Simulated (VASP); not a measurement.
# KAg2AsP4 (I-42m) in VASP: single point with PBE

Aim: the single point of KAg2AsP4 with PBE.

Everything below comes from runs of VASP 6.6.1. Logs are shortened: lines on timing, memory, paths and dates and some standing lists are left out, and cuts for length are marked.

## 1. The cell of the first run

It takes space group I-42m (No. 121, tetragonal). The conventional cell has a = 6.595 Å, b = 6.595 Å, c = 7.911 Å, α = 90.00°, β = 90.00°, γ = 90.00°. Within 3.5 Å of Ag (site symmetry -4) lie 4 P at 2.62 Å. As (site symmetry -42m) has 4 P at 1.90 Å within 2.5 Å. Within 4.3 Å of K (site symmetry -42m) lie 8 P at 3.28 Å and 8 Ag at 3.84 Å and 2 As at 3.96 Å. P (site symmetry m) has 1 As at 1.90 Å within 2.5 Å.

## 2. Single point, PBE

INCAR reads:

```
SYSTEM = KAg2AsP4
ALGO = Normal
EDIFF = 1E-6
ENCUT = 520
GGA = PE
ISIF = 2
ISMEAR = -1
LASPH = .TRUE.
LCHARG = .FALSE.
LREAL = .FALSE.
LWAVE = .FALSE.
NBANDS = 38
NELM = 80
PREC = Accurate
SIGMA = 0.1
```

KPOINTS reads:

```
k-points
0
G
  7 7 7
  0 0 0
```

POSCAR reads:

```
KAg2AsP4
1.0
   -3.2973160000      3.2973160000      3.9554610000
    3.2973160000     -3.2973160000      3.9554610000
    3.2973160000      3.2973160000     -3.9554610000
Ag As K P
2 1 1 4
Direct
    0.2500000000      0.7500000000      0.5000000000
    0.7500000000      0.2500000000      0.5000000000
    0.0000000000      0.0000000000      0.0000000000
    0.5000000000      0.5000000000      0.0000000000
    0.0315000000      0.6965000000      0.0000000000
    0.3035000000      0.3035000000      0.3350000000
    0.6965000000      0.0315000000      0.0000000000
    0.9685000000      0.9685000000      0.6650000000
```

Potentials or basis: VASP PAW PBE potentials, release 64 (Ag, As, K_sv, P).

On the command line:

```console
cat potpaw_PBE.64/Ag/POTCAR potpaw_PBE.64/As/POTCAR potpaw_PBE.64/K_sv/POTCAR potpaw_PBE.64/P/POTCAR > POTCAR
mpirun -np 1 vasp_std > vasp.out
```

OUTCAR:

```text
SYSTEM = KAg2AsP4
   EDIFF = 1E-6
   ENCUT = 520
   GGA = PE
   ISIF = 2
   ISMEAR = -1
   LASPH = .TRUE.
   LREAL = .FALSE.
   NELM = 80
   PREC = Accurate

 ion  position               nearest neighbor table
   1  0.250  0.750  0.500-   6 2.62   7 2.62   8 2.62   5 2.62
   2  0.750  0.250  0.500-   5 2.62   6 2.62   8 2.62   7 2.62
   3  0.000  0.000  0.000-   5 1.90   6 1.90   7 1.90   8 1.90
   4  0.500  0.500  0.000-   5 3.28   7 3.28   6 3.28   8 3.28   8 3.28   7 3.28   6 3.28   5 3.28

   5  0.032  0.697  0.000-   3 1.90   1 2.62   2 2.62   4 3.28   4 3.28
   6  0.303  0.303  0.335-   3 1.90   2 2.62   1 2.62   4 3.28   4 3.28
   7  0.697  0.032  0.000-   3 1.90   2 2.62   1 2.62   4 3.28   4 3.28
   8  0.968  0.968  0.665-   3 1.90   2 2.62   1 2.62   4 3.28   4 3.28

  LATTYP: Found a body centered tetragonal cell.
 ALAT       =     6.5946320000
 C/A-ratio  =     1.1996002203

  Lattice vectors:

 A1 = (  -3.2973160000,   3.2973160000,   3.9554610000)
 A2 = (   3.2973160000,  -3.2973160000,   3.9554610000)
 A3 = (   3.2973160000,   3.2973160000,  -3.9554610000)

Analysis of symmetry for initial positions (statically):
=====================================================================
 Subroutine PRICEL returns:
 Original cell was already a primitive cell.

 Routine SETGRP: Setting up the symmetry group for a
 body centered tetragonal supercell.

 Subroutine GETGRP returns: Found  8 space group operations
 (whereof  8 operations were pure point group operations)
 out of a pool of 16 trial point group operations.

The static configuration has the point symmetry D_2d.

Analysis of symmetry for dynamics (positions and initial velocities):
=====================================================================
 Subroutine PRICEL returns:
 Original cell was already a primitive cell.

 Routine SETGRP: Setting up the symmetry group for a
 body centered tetragonal supercell.

 Subroutine GETGRP returns: Found  8 space group operations
 (whereof  8 operations were pure point group operations)
 out of a pool of 16 trial point group operations.

The dynamic configuration has the point symmetry D_2d.

 Subroutine INISYM returns: Found  8 space group operations
 (whereof  8 operations are pure point group operations),
 and found     1 'primitive' translations

----------------------------------------------------------------------------------------

                                     Primitive cell

  volume of cell :     172.0197

  direct lattice vectors                    reciprocal lattice vectors
    -3.297316000  3.297316000  3.955461000     0.000000000  0.151638484  0.126407516
     3.297316000 -3.297316000  3.955461000     0.151638484  0.000000000  0.126407516
     3.297316000  3.297316000 -3.955461000     0.151638484  0.151638484  0.000000000

  length of vectors
     6.114757340  6.114757340  6.114757340     0.197416033  0.197416033  0.214449201

  position of ions in fractional coordinates (direct lattice)
     0.250000000  0.750000000  0.500000000
     0.750000000  0.250000000  0.500000000
     0.000000000  0.000000000  0.000000000
     0.500000000  0.500000000  0.000000000
     0.031500000  0.696500000  0.000000000
     0.303500000  0.303500000  0.335000000
     0.696500000  0.031500000  0.000000000
     0.968500000  0.968500000  0.665000000

  ion indices of the primitive-cell ions
   primitive index   ion index
                 1           1
                 2           2
                 3           3
                 4           4
                 5           5
                 6           6
                 7           7
                 8           8

----------------------------------------------------------------------------------------

 KPOINTS: k-points

Automatic generation of k-mesh.
 Grid dimensions read from file:
 generate k-points for:    7    7    7

 Generating k-lattice:

  Cartesian coordinates                     Fractional coordinates (reciprocal lattice)
     0.000000000  0.021662641  0.018058217     0.142857143  0.000000000  0.000000000
     0.021662641  0.000000000  0.018058217     0.000000000  0.142857143  0.000000000
     0.021662641  0.021662641  0.000000000     0.000000000  0.000000000  0.142857143

  Length of vectors
     0.028202290  0.028202290  0.030635600

  Shift w.r.t. Gamma in fractional coordinates (k-lattice)
     0.000000000  0.000000000  0.000000000

 Subroutine IBZKPT returns following result:
 ===========================================

 Found     40 irreducible k-points:

 Following reciprocal coordinates:
            Coordinates               Weight
  0.000000  0.000000  0.000000      1.000000
  0.142857 -0.000000  0.000000      8.000000
  0.285714  0.000000  0.000000      8.000000
  0.428571  0.000000 -0.000000      8.000000
  0.142857  0.142857  0.000000      8.000000
  0.285714  0.142857 -0.000000     16.000000
[... 16 lines left out ...]
 -0.142857  0.285714  0.142857      8.000000
 -0.428571  0.428571  0.142857      8.000000
 [... further k-points ...]
   k-points           NKPTS =     40   k-points in BZ     NKDIM =     40   number of bands    NBANDS=     38
   number of dos      NEDOS =    301   number of ions     NIONS =      8
   total plane-waves  NPLWV = 110592
   dimension x,y,z NGX =    48 NGY =   48 NGZ =   48
   dimension x,y,z NGXF=    96 NGYF=   96 NGZF=   96
   ions per type =               2   1   1   4
   NGX,Y,Z   is equivalent  to a cutoff of  13.05, 13.05, 13.05 a.u.
   NGXF,Y,Z  is equivalent  to a cutoff of  26.10, 26.10, 26.10 a.u.
 SYSTEM =  KAg2AsP4
   PREC   = accura    normal or accurate (medium, high low for compatibility)
   ISTART =      0    job   : 0-new  1-cont  2-samecut
   ICHARG =      2    charge: 1-file 2-atom 10-const
   ISPIN  =      1    spin polarized calculation?
   LNONCOLLINEAR =      F non collinear calculations
   LSORBIT =      F    spin-orbit coupling
   LASPH  =      T    aspherical Exc in radial PAW
   ENCUT  =  520.0 eV  38.22 Ry    6.18 a.u.  11.37 11.37 11.37*2*pi/ulx,y,z
   NELM   =     80;   NELMIN=  2; NELMDL= -5     # of ELM steps
   EDIFF  = 0.1E-05   stopping-criterion for ELM
   LREAL  =      F    real-space projection
   EDIFFG = 0.1E-04   stopping-criterion for IOM
   NSW    =      0    number of steps for IOM
   IBRION =     -1    ionic relax: 0-MD 1-quasi-New 2-CG
   NFREE  =      0    steps in history (QN), initial steepest desc. (CG)
   ISIF   =      2    stress and relaxation
   ISYM   =      2    0-nonsym 1-usesym 2-fastsym
   POTIM  = 0.5000    time-step for ionic-motion
   TEBEG  =    0.0;   TEEND  =   0.0 temperature during run
   PSTRESS=    0.0 pullay stress
   NELECT =      56.0000    total number of electrons
   NUPDOWN=      -1.0000    fix difference up-down
   EMIN   =  10.00;   EMAX   =-10.00  energy-range for DOS
   EFERMI =   0.00;   METHOD = LEGACY
   ISMEAR =    -1;   SIGMA  =   0.10  broadening in eV -4-tet -1-fermi 0-gaus
   EFERMI_NEDOS =   21; number of points for ismear=-14 and -15
   IALGO  =     38    algorithm
   IMIX   =      4    mixing-type and parameters
     AMIX     =   0.40;   BMIX     =  1.00
     AMIX_MAG =   1.60;   BMIX_MAG =  1.00
  volume/ion in A,a.u.               =      21.50       145.11
  Fermi-wavevector in a.u.,A,eV,Ry     =   1.126189  2.128189 17.256303  1.268303
  Thomas-Fermi vector in A             =   2.262870
   LORBIT       =      0    0 simple, 1 ext, 2 COOP (PROOUT), +10 PAW based schemes
   GGA     = PE    functional components
[... 5 lines left out ...]
 non-spin polarized calculation
  energy-cutoff  :      520.00
  volume of cell :      172.02
 maximum number of plane-waves:      4667
 NGX is ok and might be reduce to    48
   NGX = 23   NGY = 23   NGZ = 23

 number of electron      56.0000006 magnetization

 Free energy of the ion-electron system (eV)
  ---------------------------------------------------
  ext. energy  EPLUGINS =         0.00000000
  ---------------------------------------------------
  free energy    TOTEN  =       -24.22466886 eV

  energy without entropy =      -24.05231881  energy(sigma->0) =      -24.13849383

 E-fermi :   4.4720     XC(G=0):  -9.6426

 val. band max:        4.4527847858   @ k =  -0.1429   0.1429   0.0000
 cond. band min:       4.4766412083   @ k =  -0.1429   0.4286   0.1429
 fundamental gap:      0.0238564225
 Fermi energy:         4.4720140259

 k-point     1 :       0.0000    0.0000    0.0000
  band No.  band energies     occupation
      1     -25.0131      2.00000
      2     -12.1945      2.00000
      3      -8.6369      2.00000
      4      -8.5744      2.00000
      5      -8.5744      2.00000
      6      -6.4280      2.00000
[... 30 lines left out ...]
     37      10.4824      0.00000
     38      10.6832      0.00000

 k-point     2 :       0.1429   -0.0000    0.0000
  band No.  band energies     occupation
      1     -25.0131      2.00000
      2     -12.1883      2.00000
      3      -8.6309      2.00000
      4      -8.5760      2.00000
      5      -8.5753      2.00000
      6      -6.4719      2.00000
[... 30 lines left out ...]
     37      10.2061      0.00000
     38      10.7344      0.00000

 k-point     3 :       0.2857    0.0000    0.0000
  band No.  band energies     occupation
      1     -25.0130      2.00000
      2     -12.1741      2.00000
      3      -8.6167      2.00000
      4      -8.5804      2.00000
      5      -8.5775      2.00000
      6      -6.5972      2.00000
[... 30 lines left out ...]
     37      10.4978      0.00000
[... 781 lines left out ...]
 k-point    23 :      -0.1429    0.2857    0.1429
  band No.  band energies     occupation
      1     -25.0129      2.00000
      2     -12.1626      2.00000
      3      -8.6516      2.00000
      4      -8.5817      2.00000
      5      -8.5778      2.00000
      6      -6.6073      2.00000
[... 30 lines left out ...]
     37      10.4260      0.00000
     38      10.8948      0.00000

 k-point    24 :      -0.4286    0.4286    0.1429
  band No.  band energies     occupation
      1     -25.0129      2.00000
      2     -12.1439      2.00000
      3      -8.6708      2.00000
      4      -8.6203      2.00000
      5      -8.5744      2.00000
      6      -6.6356      2.00000
[... 30 lines left out ...]
     37      10.1556      0.00000
     38      10.4237      0.00000

 [... further k-points ...]

------------------------ aborting loop because EDIFF is reached ----------------------------------------

  FORCE on cell =-STRESS in cart. coord.  units (eV):
  Direction    XX          YY          ZZ          XY          YZ          ZX
  --------------------------------------------------------------------------------------
  -------------------------------------------------------------------------------------
  Total       25.3225922     25.3225922     27.3551547      0.0000000      0.0000000      0.0000000
  in kB      235.8525117    235.8525117    254.7836288      0.0000000      0.0000000      0.0000000
  external PRESSURE =     242.1628841 kB  Pullay stress =       0.0000000 kB

 VOLUME and BASIS-vectors are now :
 -----------------------------------------------------------------------------
  energy-cutoff  :      520.00
  volume of cell :      172.02
      direct lattice vectors                 reciprocal lattice vectors
    -3.297316000  3.297316000  3.955461000     0.000000000  0.151638484  0.126407516
     3.297316000 -3.297316000  3.955461000     0.151638484  0.000000000  0.126407516
     3.297316000  3.297316000 -3.955461000     0.151638484  0.151638484  0.000000000

 POSITION                                       TOTAL-FORCE (eV/Angst)
 -----------------------------------------------------------------------------------
      3.29732      0.00000      1.97773        -0.000000      0.000000      0.000000
      0.00000      3.29732      1.97773        -0.000000      0.000000      0.000000
      0.00000      0.00000      0.00000        -0.000000      0.000000      0.000000
      0.00000      0.00000      3.95546        -0.000000      0.000000      0.000000
      2.19272     -2.19272      2.87958        -6.564031      6.564031     -6.223346
      1.10460      1.10460      1.07589         6.564031      6.564031      6.223346
     -2.19272      2.19272      2.87958         6.564031     -6.564031     -6.223346
      2.19272      2.19272      5.03135        -6.564031     -6.564031      6.223346
 -----------------------------------------------------------------------------------
    total drift:                                0.000001      0.000001      0.000001

  FREE ENERGIE OF THE ION-ELECTRON SYSTEM (eV)
  ---------------------------------------------------
  free  energy   TOTEN  =       -24.2246688593 eV

  energy  without entropy=      -24.0523188065  energy(sigma->0) =      -24.13849383
```

Wall time 8.8 min (1 thread of Oxide Virtual Turin-like, shared host); peak memory 0.44 GiB.

Results:

| Property | Result |
| --- | --- |
| Free energy | -24.2247 eV |
| Pressure | 24.2 GPa |
| Largest force | 11.176 eV/Å |
| Band gap on the k mesh | zero (band 28 reaches 5.11 eV, above the bottom of band 29 at 4.41 eV) |

Forces on the atoms (eV/Å):
```
Ag   0.000  0.000  0.000
Ag   0.000  0.000  0.000
As   0.000  0.000  0.000
K    0.000  0.000  0.000
P   -6.564  6.564 -6.223
P    6.564  6.564  6.223
P    6.564 -6.564 -6.223
P   -6.564 -6.564  6.223
```

Stress tensor (GPa, compression positive):
```
23.59  0.00  0.00
 0.00 23.59  0.00
 0.00  0.00 25.48
```

Caveat: forces of over 1 eV/Å act on the atoms, so gaps and moduli don't describe the material at rest.
